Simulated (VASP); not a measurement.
# Si2MoN4 in VASP: single point with PBE

Aim: the single point of Si2MoN4 with PBE.

Everything below comes from runs of VASP 6.6.1. Logs are shortened: lines on timing, memory, paths and dates and some standing lists are left out, and cuts for length are marked.

## (1) The cell of the first run

The cell holds a sheet with vacuum, 7 atoms: a = 2.910 Å, b = 2.910 Å, c = 37.800 Å, α = 90.00°, β = 90.00°, γ = 120.00°.

## (2) Single point, PBE

Contents of INCAR:

```
  PREC = Accurate
  ENCUT = 520
  EDIFF = 1E-6
  ISMEAR = 0
  SIGMA = 0.03
  LREAL = F
  LASPH = T
  NELM = 120
  ALGO = Normal
  ISIF = 2
  LWAVE = F
  LCHARG = F
  LDIPOL = T
  IDIPOL = 3
  DIPOL = 0.5 0.5 0.278
  GGA = PE
  NBANDS = 30
  GGA_COMPAT = F
  NELMDL = -8
```

Contents of KPOINTS:

```
regular mesh
0
Gamma
  18 18 1
```

Contents of POSCAR:

```
Si2MoN4
1.0
    2.9095561033      0.0000000000      0.0000000000
   -1.4547780516      2.5197494992      0.0000000000
    0.0000000000      0.0000000000     37.8000000028
N Si Mo
4 2 1
Direct
    0.3333333333      0.6666666667      0.1851273832
    0.6666666667      0.3333333333      0.2448093923
    0.6666666667      0.3333333333      0.3107461633
    0.3333333333      0.6666666667      0.3704281723
    0.6666666667      0.3333333333      0.1985699444
    0.6666666667      0.3333333333      0.3569856111
    0.0000000000      0.0000000000      0.2777777778
```

Potentials or basis: VASP PAW PBE potentials, release 64 (N, Si, Mo_sv).

Started as:

```bash
> cat potpaw_PBE.64/N/POTCAR potpaw_PBE.64/Si/POTCAR potpaw_PBE.64/Mo_sv/POTCAR > POTCAR
> mpirun -np 1 vasp_std > vasp.out
```

OUTCAR:

```text
PREC = Accurate
   ENCUT = 520
   EDIFF = 1E-6
   ISMEAR = 0
   LREAL = F
   LASPH = T
   NELM = 120
   ISIF = 2
   GGA = PE
   NELMDL = -8

 ion  position               nearest neighbor table
   1  0.333  0.667  0.185-   5 1.76   5 1.76   5 1.76
   2  0.667  0.333  0.245-   5 1.75   7 2.09   7 2.09   7 2.09
   3  0.667  0.333  0.311-   6 1.75   7 2.09   7 2.09   7 2.09
   4  0.333  0.667  0.370-   6 1.76   6 1.76   6 1.76
   5  0.667  0.333  0.199-   2 1.75   1 1.76   1 1.76   1 1.76
   6  0.667  0.333  0.357-   3 1.75   4 1.76   4 1.76   4 1.76
   7  0.000  0.000  0.278-   2 2.09   3 2.09   2 2.09   3 2.09   2 2.09   3 2.09

  LATTYP: Found a hexagonal cell.
 ALAT       =     2.9095561033
 C/A-ratio  =    12.9916724960

  Lattice vectors:

 A1 = (   2.9095561033,   0.0000000000,   0.0000000000)
 A2 = (  -1.4547780516,   2.5197494992,   0.0000000000)
 A3 = (   0.0000000000,   0.0000000000,  37.8000000028)

Analysis of symmetry for initial positions (statically):
=====================================================================
 Subroutine PRICEL returns:
 Original cell was already a primitive cell.

 Routine SETGRP: Setting up the symmetry group for a
 hexagonal supercell.

 Subroutine GETGRP returns: Found 12 space group operations
 (whereof  6 operations were pure point group operations)
 out of a pool of 24 trial point group operations.

The static configuration has the point symmetry C_3v.
 The point group associated with its full space group is D_3h.

Analysis of symmetry for dynamics (positions and initial velocities):
=====================================================================
 Subroutine PRICEL returns:
 Original cell was already a primitive cell.

 Routine SETGRP: Setting up the symmetry group for a
 hexagonal supercell.

 Subroutine GETGRP returns: Found 12 space group operations
 (whereof  6 operations were pure point group operations)
 out of a pool of 24 trial point group operations.

The dynamic configuration has the point symmetry C_3v.
 The point group associated with its full space group is D_3h.

 Subroutine INISYM returns: Found 12 space group operations
 (whereof  6 operations are pure point group operations),
 and found     1 'primitive' translations

----------------------------------------------------------------------------------------

                                     Primitive cell

  volume of cell :     277.1251

  direct lattice vectors                    reciprocal lattice vectors
     2.909556103  0.000000000  0.000000000     0.343695040  0.198432424  0.000000000
    -1.454778052  2.519749499  0.000000000     0.000000000  0.396864847  0.000000000
     0.000000000  0.000000000 37.800000003     0.000000000  0.000000000  0.026455026

  length of vectors
     2.909556103  2.909556103 37.800000003     0.396864847  0.396864847  0.026455026

  position of ions in fractional coordinates (direct lattice)
     0.333333333  0.666666667  0.185127383
     0.666666667  0.333333333  0.244809392
     0.666666667  0.333333333  0.310746163
     0.333333333  0.666666667  0.370428172
     0.666666667  0.333333333  0.198569944
     0.666666667  0.333333333  0.356985611
     0.000000000  0.000000000  0.277777778

  ion indices of the primitive-cell ions
   primitive index   ion index
                 1           1
                 2           2
                 3           3
                 4           4
                 5           5
                 6           6
                 7           7

----------------------------------------------------------------------------------------

 KPOINTS: regular mesh

Automatic generation of k-mesh.
 Grid dimensions read from file:
 generate k-points for:   18   18    1

 Generating k-lattice:

  Cartesian coordinates                     Fractional coordinates (reciprocal lattice)
     0.019094169  0.011024024  0.000000000     0.055555556  0.000000000  0.000000000
     0.000000000  0.022048047  0.000000000     0.000000000  0.055555556  0.000000000
     0.000000000  0.000000000  0.026455026     0.000000000  0.000000000  1.000000000

  Length of vectors
     0.022048047  0.022048047  0.026455026

  Shift w.r.t. Gamma in fractional coordinates (k-lattice)
     0.000000000  0.000000000  0.000000000

 Subroutine IBZKPT returns following result:
 ===========================================

 Found     37 irreducible k-points:

 Following reciprocal coordinates:
            Coordinates               Weight
  0.000000  0.000000  0.000000      1.000000
  0.055556  0.000000  0.000000      6.000000
  0.111111  0.000000  0.000000      6.000000
  0.166667 -0.000000  0.000000      6.000000
  0.222222 -0.000000  0.000000      6.000000
  0.277778  0.000000  0.000000      6.000000
[... 16 lines left out ...]
  0.333333  0.111111  0.000000     12.000000
  0.388889  0.111111  0.000000     12.000000
 [... further k-points ...]
   k-points           NKPTS =     37   k-points in BZ     NKDIM =     37   number of bands    NBANDS=     30
   number of dos      NEDOS =    301   number of ions     NIONS =      7
   total plane-waves  NPLWV = 165888
   dimension x,y,z NGX =    24 NGY =   24 NGZ =  288
   dimension x,y,z NGXF=    48 NGYF=   48 NGZF=  576
   ions per type =               4   2   1
   NGX,Y,Z   is equivalent  to a cutoff of  13.71, 13.71, 12.67 a.u.
   NGXF,Y,Z  is equivalent  to a cutoff of  27.43, 27.43, 25.33 a.u.
 SYSTEM =  unknown system
   PREC   = accura    normal or accurate (medium, high low for compatibility)
   ISTART =      0    job   : 0-new  1-cont  2-samecut
   ICHARG =      2    charge: 1-file 2-atom 10-const
   ISPIN  =      1    spin polarized calculation?
   LNONCOLLINEAR =      F non collinear calculations
   LSORBIT =      F    spin-orbit coupling
   LASPH  =      T    aspherical Exc in radial PAW
   ENCUT  =  520.0 eV  38.22 Ry    6.18 a.u.   5.41  5.41 70.28*2*pi/ulx,y,z
   NELM   =    120;   NELMIN=  2; NELMDL= -8     # of ELM steps
   EDIFF  = 0.1E-05   stopping-criterion for ELM
   LREAL  =      F    real-space projection
   EDIFFG = 0.1E-04   stopping-criterion for IOM
   NSW    =      0    number of steps for IOM
   IBRION =     -1    ionic relax: 0-MD 1-quasi-New 2-CG
   NFREE  =      0    steps in history (QN), initial steepest desc. (CG)
   ISIF   =      2    stress and relaxation
   ISYM   =      2    0-nonsym 1-usesym 2-fastsym
   POTIM  = 0.5000    time-step for ionic-motion
   TEBEG  =    0.0;   TEEND  =   0.0 temperature during run
   PSTRESS=    0.0 pullay stress
   NELECT =      42.0000    total number of electrons
   NUPDOWN=      -1.0000    fix difference up-down
   EMIN   =  10.00;   EMAX   =-10.00  energy-range for DOS
   EFERMI =   0.00;   METHOD = LEGACY
   ISMEAR =     0;   SIGMA  =   0.03  broadening in eV -4-tet -1-fermi 0-gaus
   EFERMI_NEDOS =   21; number of points for ismear=-14 and -15
   IALGO  =     38    algorithm
   IMIX   =      4    mixing-type and parameters
     AMIX     =   0.40;   BMIX     =  1.00
     AMIX_MAG =   1.60;   BMIX_MAG =  1.00
  volume/ion in A,a.u.               =      39.59       267.16
  Fermi-wavevector in a.u.,A,eV,Ry     =   0.872836  1.649421 10.365498  0.761843
  Thomas-Fermi vector in A             =   1.992142
   LORBIT       =      0    0 simple, 1 ext, 2 COOP (PROOUT), +10 PAW based schemes
   GGA     = PE    functional components
   LHFCALC =     F    Hartree Fock is set to
   AEXX    =    0.0000 exact exchange contribution
   IVDW    =     0    specifies the selected vdW correction
   LEPSILON=     F    determine dielectric tensor
   LRPA    =     F    only Hartree local field effects (RPA)
 non-spin polarized calculation
 Gauss-broadening in eV      SIGMA  =   0.03
  energy-cutoff  :      520.00
  volume of cell :      277.13
 maximum number of plane-waves:      7593
 NGX is ok and might be reduce to    24
   NGX = 11   NGY = 11   NGZ =141

 number of electron      42.0000000 magnetization

 dipolmoment           0.000000      0.000000      0.000000 electrons x Angstroem

 Free energy of the ion-electron system (eV)
  ---------------------------------------------------
  ext. energy  EPLUGINS =         0.00000000
  ---------------------------------------------------
  free energy    TOTEN  =       -61.73367409 eV

  energy without entropy =      -61.73367409  energy(sigma->0) =      -61.73367409

 E-fermi :  -1.5799     XC(G=0):  -3.3176

 val. band max:       -1.7111969125   @ k =   0.0000   0.0000   0.0000
 cond. band min:       0.0199344568   @ k =   0.3333   0.3333   0.0000
 fundamental gap:      1.7311313693
 Fermi energy:        -1.5799063754

 k-point     1 :       0.0000    0.0000    0.0000
  band No.  band energies     occupation
      1     -63.0915      2.00000
      2     -37.2020      2.00000
      3     -36.8061      2.00000
      4     -36.8061      2.00000
      5     -20.4430      2.00000
      6     -20.3448      2.00000
[... 22 lines left out ...]
     29       3.4520      0.00000
     30       3.6994      0.00000

 k-point     2 :       0.0556    0.0000    0.0000
  band No.  band energies     occupation
      1     -63.0880      2.00000
      2     -37.1963      2.00000
      3     -36.8347      2.00000
      4     -36.8122      2.00000
      5     -20.3922      2.00000
      6     -20.2962      2.00000
[... 22 lines left out ...]
     29       3.5419      0.00000
     30       3.7751      0.00000

 k-point     3 :       0.1111    0.0000    0.0000
  band No.  band energies     occupation
      1     -63.0779      2.00000
      2     -37.1799      2.00000
      3     -36.9164      2.00000
      4     -36.8298      2.00000
      5     -20.2414      2.00000
      6     -20.1521      2.00000
[... 682 lines left out ...]
     29       5.7162      0.00000
     30       6.4353      0.00000

 k-point    24 :       0.3889    0.1111    0.0000
  band No.  band energies     occupation
      1     -62.9740      2.00000
      2     -37.6469      2.00000
      3     -37.0658      2.00000
      4     -37.0099      2.00000
      5     -17.9484      2.00000
      6     -17.9342      2.00000
[... 22 lines left out ...]
     29       5.9275      0.00000
     30       6.7639      0.00000

 [... further k-points ...]

------------------------ aborting loop because EDIFF is reached ----------------------------------------

 vacuum level on the upper side and lower side of the slab       (xc-potential included)        -0.007        -0.007

  FORCE on cell =-STRESS in cart. coord.  units (eV):
  Direction    XX          YY          ZZ          XY          YZ          ZX
  --------------------------------------------------------------------------------------
  -------------------------------------------------------------------------------------
  Total        0.0076072      0.0076072     -0.0229338      0.0000000      0.0000000      0.0000000
  in kB        0.0439804      0.0439804     -0.1325901      0.0000000      0.0000000      0.0000000
  external PRESSURE =      -0.0148764 kB  Pullay stress =       0.0000000 kB

 VOLUME and BASIS-vectors are now :
 -----------------------------------------------------------------------------
  energy-cutoff  :      520.00
  volume of cell :      277.13
      direct lattice vectors                 reciprocal lattice vectors
     2.909556103  0.000000000  0.000000000     0.343695040  0.198432424  0.000000000
    -1.454778052  2.519749499  0.000000000     0.000000000  0.396864847  0.000000000
     0.000000000  0.000000000 37.800000003     0.000000000  0.000000000  0.026455026

 POSITION                                       TOTAL-FORCE (eV/Angst)
 -----------------------------------------------------------------------------------
     -0.00000      1.67983      6.99782        -0.000000      0.000000      0.017281
      1.45478      0.83992      9.25380         0.000000     -0.000000     -0.037470
      1.45478      0.83992     11.74620         0.000000     -0.000000      0.037470
     -0.00000      1.67983     14.00218        -0.000000      0.000000     -0.017281
      1.45478      0.83992      7.50594         0.000000     -0.000000     -0.011907
      1.45478      0.83992     13.49406         0.000000     -0.000000      0.011907
      0.00000      0.00000     10.50000         0.000000     -0.000000      0.000000
 -----------------------------------------------------------------------------------
    total drift:                                0.000000     -0.000000      0.000006

  FREE ENERGIE OF THE ION-ELECTRON SYSTEM (eV)
  ---------------------------------------------------
  free  energy   TOTEN  =       -61.7336740940 eV

  energy  without entropy=      -61.7336740940  energy(sigma->0) =      -61.73367409

 vacuum level on the upper side and lower side of the slab         3.642         3.642
```

It took 14 min on 1 thread of Oxide Virtual Turin-like, shared host; peak memory 0.57 GiB.

Results:

```
Free energy            : -61.7337 eV
Largest force          : 0.037 eV/Å
Band gap on the k mesh : 1.73 eV (least direct gap 2.05 eV)
```

Forces in eV/Å, atoms in the order of the input:
```
N    0.000  0.000  0.017
N    0.000  0.000 -0.037
N    0.000  0.000  0.037
N    0.000  0.000 -0.017
Si   0.000  0.000 -0.012
Si   0.000  0.000  0.012
Mo   0.000  0.000  0.000
```

Levels at points of the mesh, in eV from the valence-band top:
| k point | band 19 | band 20 | band 21 | band 22 | band 23 | band 24 |
| --- | --- | --- | --- | --- | --- | --- |
| (0.00, 0.00, 0.00) | -2.54 | -2.31 | 0.00 | 2.79 | 2.79 | 3.10 |
| (0.50, 0.00, 0.00) | -1.95 | -1.90 | -1.01 | 2.40 | 2.85 | 3.09 |
